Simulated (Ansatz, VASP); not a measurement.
**Ga in VASP and in Ansatz**

```
Ga
1.0
     3.02612    0.00000    0.00000
    -1.51306    2.62070    0.00000
     0.00000    0.00000    4.94165
Ga
2
Direct
  0.33333 0.66667 0.25000
  0.66667 0.33333 0.75000
```

Alike in both runs: task relaxation of cell and atoms; functional r2SCAN; k mesh 12 × 12 × 7; occupations fermi-dirac, width 0.1 eV; no spin polarisation.

|  | VASP | Ansatz |
| --- | --- | --- |
| version | VASP 6.6.1 | Ansatz 0.2.0 |
| potentials or method | VASP PAW PBE potentials, release 64 (Ga_d), cutoff 600 eV | plane waves (500 eV) with PAW, scalar-relativistic |
| valence electrons in the cell | 26 | 26 |

Ansatz gave:

* relaxed volume (Å³/atom): 18.02
* relaxed cell length with the largest relative difference (Å): 4.698

Problem. What did VASP give for the same quantities?

Solution. Relaxed volume (Å³/atom): 18.02; relaxed cell length with the largest relative difference (Å): 4.695.

VASP's potentials were made for PBE, not for r2SCAN.
